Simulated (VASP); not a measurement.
# MoSe (Fm-3m) in VASP: a series of runs

Runs on MoSe. Level: PBE. Tasks: single point.

Program: VASP 6.6.1. These are calculated values, not measurements. Logs are shortened: lines on timing, memory, paths and dates and some standing lists are left out, and cuts for length are marked.

## 1. The cell of the first run

The structure is cubic, space group Fm-3m (No. 225). Conventional cell: a = 5.708 Å, b = 5.708 Å, c = 5.708 Å, α = 90.00°, β = 90.00°, γ = 90.00°. Within 3.8 Å of Mo (site symmetry m-3m) lie 6 Se at 2.85 Å. Se (site symmetry m-3m) has 6 Mo at 2.85 Å within 3.8 Å.

## 2. Single point, PBE (volume scaled by 0.96)

INCAR

```
SYSTEM = MoSe
ALGO = Normal
EDIFF = 1E-7
ENCUT = 520
GGA = PE
ISIF = 2
ISMEAR = -1
LASPH = .TRUE.
LCHARG = .TRUE.
LELF = .TRUE.
LREAL = .FALSE.
LVHAR = .TRUE.
LWAVE = .FALSE.
NBANDS = 17
NELM = 60
PREC = Accurate
SIGMA = 0.05
```

KPOINTS

```
k-points
0
G
  8 8 8
  0 0 0
```

POSCAR

```
MoSe
1.0
    0.0000000000      2.8537817509      2.8537817509
    2.8537817509      0.0000000000      2.8537817509
    2.8537817509      2.8537817509      0.0000000000
Mo Se
1 1
Direct
    0.0000000000      0.0000000000      0.0000000000
    0.5000000000      0.5000000000      0.5000000000
```

Potentials or basis: VASP PAW PBE potentials, release 64 (Mo_sv, Se).

Run with:

```
> cat potpaw_PBE.64/Mo_sv/POTCAR potpaw_PBE.64/Se/POTCAR > POTCAR
> mpirun -np 1 vasp_std > vasp.out
```

OUTCAR:

```text
SYSTEM = MoSe
   EDIFF = 1E-7
   ENCUT = 520
   GGA = PE
   ISIF = 2
   ISMEAR = -1
   LASPH = .TRUE.
   LREAL = .FALSE.
   NELM = 60
   PREC = Accurate

 ion  position               nearest neighbor table
   1  0.000  0.000  0.000-   2 2.85   2 2.85   2 2.85   2 2.85   2 2.85   2 2.85
   2  0.500  0.500  0.500-   1 2.85   1 2.85   1 2.85   1 2.85   1 2.85   1 2.85

  LATTYP: Found a face centered cubic cell.
 ALAT       =     5.7075635018

  Lattice vectors:

 A1 = (   0.0000000000,   2.8537817509,   2.8537817509)
 A2 = (   2.8537817509,   0.0000000000,   2.8537817509)
 A3 = (   2.8537817509,   2.8537817509,   0.0000000000)

Analysis of symmetry for initial positions (statically):
=====================================================================
 Subroutine PRICEL returns:
 Original cell was already a primitive cell.

 Routine SETGRP: Setting up the symmetry group for a
 face centered cubic supercell.

 Subroutine GETGRP returns: Found 48 space group operations
 (whereof 48 operations were pure point group operations)
 out of a pool of 48 trial point group operations.

The static configuration has the point symmetry O_h .

Analysis of symmetry for dynamics (positions and initial velocities):
=====================================================================
 Subroutine PRICEL returns:
 Original cell was already a primitive cell.

 Routine SETGRP: Setting up the symmetry group for a
 face centered cubic supercell.

 Subroutine GETGRP returns: Found 48 space group operations
 (whereof 48 operations were pure point group operations)
 out of a pool of 48 trial point group operations.

The dynamic configuration has the point symmetry O_h .

 Subroutine INISYM returns: Found 48 space group operations
 (whereof 48 operations are pure point group operations),
 and found     1 'primitive' translations

----------------------------------------------------------------------------------------

                                     Primitive cell

  volume of cell :      46.4828

  direct lattice vectors                    reciprocal lattice vectors
     0.000000000  2.853781751  2.853781751    -0.175206110  0.175206110  0.175206110
     2.853781751  0.000000000  2.853781751     0.175206110 -0.175206110  0.175206110
     2.853781751  2.853781751  0.000000000     0.175206110  0.175206110 -0.175206110

  length of vectors
     4.035856856  4.035856856  4.035856856     0.303465885  0.303465885  0.303465885

[... 73 lines left out ...]
   ICHARG =      2    charge: 1-file 2-atom 10-const
   ISPIN  =      1    spin polarized calculation?
   LNONCOLLINEAR =      F non collinear calculations
   LSORBIT =      F    spin-orbit coupling
   LASPH  =      T    aspherical Exc in radial PAW
   ENCUT  =  520.0 eV  38.22 Ry    6.18 a.u.   7.50  7.50  7.50*2*pi/ulx,y,z
   NELM   =     60;   NELMIN=  2; NELMDL= -5     # of ELM steps
   EDIFF  = 0.1E-06   stopping-criterion for ELM
   LREAL  =      F    real-space projection
   EDIFFG = 0.1E-05   stopping-criterion for IOM
   NSW    =      0    number of steps for IOM
   IBRION =     -1    ionic relax: 0-MD 1-quasi-New 2-CG
   NFREE  =      0    steps in history (QN), initial steepest desc. (CG)
   ISIF   =      2    stress and relaxation
   ISYM   =      2    0-nonsym 1-usesym 2-fastsym
   POTIM  = 0.5000    time-step for ionic-motion
   TEBEG  =    0.0;   TEEND  =   0.0 temperature during run
   PSTRESS=    0.0 pullay stress
   NELECT =      20.0000    total number of electrons
   NUPDOWN=      -1.0000    fix difference up-down
   EMIN   =  10.00;   EMAX   =-10.00  energy-range for DOS
   EFERMI =   0.00;   METHOD = LEGACY
   ISMEAR =    -1;   SIGMA  =   0.05  broadening in eV -4-tet -1-fermi 0-gaus
   EFERMI_NEDOS =   21; number of points for ismear=-14 and -15
   IALGO  =     38    algorithm
   IMIX   =      4    mixing-type and parameters
     AMIX     =   0.40;   BMIX     =  1.00
     AMIX_MAG =   1.60;   BMIX_MAG =  1.00
  volume/ion in A,a.u.               =      23.24       156.84
  Fermi-wavevector in a.u.,A,eV,Ry     =   1.235912  2.335534 20.782593  1.527477
  Thomas-Fermi vector in A             =   2.370542
   LORBIT       =      0    0 simple, 1 ext, 2 COOP (PROOUT), +10 PAW based schemes
   GGA     = PE    functional components
   LHFCALC =     F    Hartree Fock is set to
   AEXX    =    0.0000 exact exchange contribution
   IVDW    =     0    specifies the selected vdW correction
   LEPSILON=     F    determine dielectric tensor
   LRPA    =     F    only Hartree local field effects (RPA)
 non-spin polarized calculation
  energy-cutoff  :      520.00
  volume of cell :       46.48
 maximum number of plane-waves:      1283
   NGX = 15   NGY = 15   NGZ = 15

 number of electron      19.9999998 magnetization

 Free energy of the ion-electron system (eV)
  ---------------------------------------------------
  ext. energy  EPLUGINS =         0.00000000
  ---------------------------------------------------
  free energy    TOTEN  =       -12.44877174 eV

  energy without entropy =      -12.40451005  energy(sigma->0) =      -12.42664090

 E-fermi :   6.3108     XC(G=0): -10.4503

 val. band max:        6.2875578347   @ k =   0.5000   0.0000   0.0000
 cond. band min:       6.3269708673   @ k =  -0.3750   0.3750   0.1250
 fundamental gap:      0.0394130326
 Fermi energy:         6.3107594672

 k-point     1 :       0.0000    0.0000    0.0000
  band No.  band energies     occupation
      1     -54.9973      2.00000
      2     -29.0570      2.00000
      3     -29.0570      2.00000
      4     -29.0570      2.00000
      5      -8.0311      2.00000
      6       4.3038      2.00000
[... 457 lines left out ...]
      4     -29.0635      2.00000
      5      -7.1883      2.00000
      6       0.7105      2.00000
[... 9 lines left out ...]
     16      13.8202      0.00000
     17      14.0906      0.00000

 [... further k-points ...]
[... 5 lines left out ...]
  --------------------------------------------------------------------------------------
  -------------------------------------------------------------------------------------
  Total       -5.6313737     -5.6313737     -5.6313737      0.0000000      0.0000000      0.0000000
  in kB     -194.1031869   -194.1031869   -194.1031869      0.0000000      0.0000000      0.0000000
  external PRESSURE =    -194.1031869 kB  Pullay stress =       0.0000000 kB

 VOLUME and BASIS-vectors are now :
 -----------------------------------------------------------------------------
  energy-cutoff  :      520.00
  volume of cell :       46.48
      direct lattice vectors                 reciprocal lattice vectors
     0.000000000  2.853781751  2.853781751    -0.175206110  0.175206110  0.175206110
     2.853781751  0.000000000  2.853781751     0.175206110 -0.175206110  0.175206110
     2.853781751  2.853781751  0.000000000     0.175206110  0.175206110 -0.175206110

 POSITION                                       TOTAL-FORCE (eV/Angst)
 -----------------------------------------------------------------------------------
      0.00000      0.00000      0.00000         0.000000     -0.000000      0.000000
      2.85378      2.85378      2.85378        -0.000000      0.000000     -0.000000
 -----------------------------------------------------------------------------------
    total drift:                               -0.000000      0.000000      0.000000

  FREE ENERGIE OF THE ION-ELECTRON SYSTEM (eV)
  ---------------------------------------------------
  free  energy   TOTEN  =       -12.4487717418 eV

  energy  without entropy=      -12.4045100493  energy(sigma->0) =      -12.42664090
```

Run time: 15 s. Hardware: 1 thread of Intel Xeon Platinum 8488C (Sapphire Rapids), shared host; peak memory 0.17 GiB.

What came out:

```
Free energy            : -12.4488 eV
Pressure               : -19.4 GPa
Band gap on the k mesh : zero (band 10 reaches 6.45 eV, above the bottom of band 11 at 5.15 eV)
```

## 3. Single point, PBE (volume scaled by 0.98)

INCAR

```
PREC     = Accurate       # precision mode
ENCUT    = 520            # plane-wave cutoff, eV
EDIFF    = 1E-6           # SCF threshold, eV
ISMEAR   = -1             # smearing method
SIGMA    = 0.05           # smearing width, eV
LREAL    = False          # projectors in reciprocal space
LASPH    = True           # aspherical terms in the spheres
NELM     = 60             # most SCF steps
ALGO     = Normal         # electronic algorithm
ISIF     = 2              # what is computed and relaxed
LWAVE    = False          # write WAVECAR
LCHARG   = False          # write CHGCAR
GGA      = PE             # functional
NBANDS   = 17             # bands
```

KPOINTS

```
regular mesh
0
Gamma
  8 8 8
```

POSCAR

```
MoSe
1.0
    0.0000000000      2.8734636263      2.8734636263
    2.8734636263      0.0000000000      2.8734636263
    2.8734636263      2.8734636263      0.0000000000
Mo Se
1 1
Direct
    0.0000000000      0.0000000000      0.0000000000
    0.5000000000      0.5000000000      0.5000000000
```

Potentials or basis: VASP PAW PBE potentials, release 64 (Mo_sv, Se).

Run with:

```
> cat potpaw_PBE.64/Mo_sv/POTCAR potpaw_PBE.64/Se/POTCAR > POTCAR
> mpirun -np 1 vasp_std > vasp.out
```

It took 13 s on 1 thread of Intel Xeon Platinum 8488C (Sapphire Rapids), shared host; peak memory 0.17 GiB.

It converged, with:

```
Free energy            : -12.3301 eV
Pressure               : -19.9 GPa
Band gap on the k mesh : zero (band 10 reaches 6.22 eV, above the bottom of band 11 at 4.97 eV)
```

Levels at points of the mesh, in eV from the Fermi level:
| k point | band 6 | band 7 | band 8 | band 9 | band 10 | band 11 | band 12 | band 13 | band 14 | band 15 |
| --- | --- | --- | --- | --- | --- | --- | --- | --- | --- | --- |
| (0.00, 0.00, 0.00) | -1.98 | -1.98 | -1.98 | -1.12 | -1.12 | -1.12 | -0.93 | -0.93 | 0.92 | 8.36 |
| (0.50, 0.00, 0.00) | -6.02 | -4.12 | -4.12 | -0.02 | -0.02 | 0.31 | 2.60 | 2.98 | 2.98 | 5.86 |
| (0.50, 0.50, 0.00) | -4.89 | -3.10 | -3.10 | -2.11 | -0.41 | 0.33 | 0.33 | 0.64 | 1.67 | 7.90 |

## 4. Single point, PBE (volume scaled by 1.02)

INCAR

```
ALGO     = Normal         # electronic algorithm
EDIFF    = 1E-6           # SCF threshold, eV
ENCUT    = 520            # plane-wave cutoff, eV
GGA      = PE             # functional
ISIF     = 2              # what is computed and relaxed
ISMEAR   = -1             # smearing method
LASPH    = True           # aspherical terms in the spheres
LCHARG   = False          # write CHGCAR
LREAL    = False          # projectors in reciprocal space
LWAVE    = False          # write WAVECAR
NBANDS   = 17             # bands
NELM     = 60             # most SCF steps
PREC     = Accurate       # precision mode
SIGMA    = 0.05           # smearing width, eV
```

KPOINTS

```
k-points
0
Gamma
  8 8 8
```

POSCAR

```
MoSe
1.0
    0.0000000000      2.9120382108      2.9120382108
    2.9120382108      0.0000000000      2.9120382108
    2.9120382108      2.9120382108      0.0000000000
Mo Se
1 1
Direct
    0.0000000000      0.0000000000      0.0000000000
    0.5000000000      0.5000000000      0.5000000000
```

Run with:

```
> cat potpaw_PBE.64/Mo_sv/POTCAR potpaw_PBE.64/Se/POTCAR > POTCAR
> mpirun -np 1 vasp_std > vasp.out
```

Wall time 10 s (1 thread of Intel Xeon Platinum 8488C (Sapphire Rapids), shared host); peak memory 0.18 GiB.

The run converged. Its results:

```yaml
Free_energy: -12.0856 eV
Pressure: -20.6 GPa
Band_gap_on_the_k_mesh: zero (band 10 reaches 5.79 eV, above the bottom of band 11 at 4.63 eV)
```

Levels at points of the mesh, in eV from the Fermi level:
```
           k point  band 7  band 8  band 9  band 10  band 11  band 12  band 13  band 14
(0.00, 0.00, 0.00)   -1.94   -1.94   -1.03    -1.03    -1.03    -0.86    -0.86     0.74
(0.50, 0.00, 0.00)   -3.95   -3.95   -0.02    -0.02     0.29     2.60     2.79     2.79
(0.50, 0.50, 0.00)   -3.00   -3.00   -1.95    -0.38     0.31     0.31     0.55     1.58
```

## 5. Overview

| cell | gap on the mesh (eV) | pressure (GPa) |
| --- | --- | --- |
| a = 4.036 Å, angles 60.0°, 2 atoms | none | -19.4 |
| a = 4.064 Å, angles 60.0°, 2 atoms | none | -19.9 |
| a = 4.118 Å, angles 60.0°, 2 atoms | none | -20.6 |

Alike in all rows: task single point; level PBE; potentials or basis VASP PAW PBE potentials, release 64 (Mo_sv, Se); no spin polarisation; k mesh 8 × 8 × 8; cutoff (eV) 520; smearing fermi-dirac 0.05 eV.

Absolute energies hang on the potentials; compare differences alone.
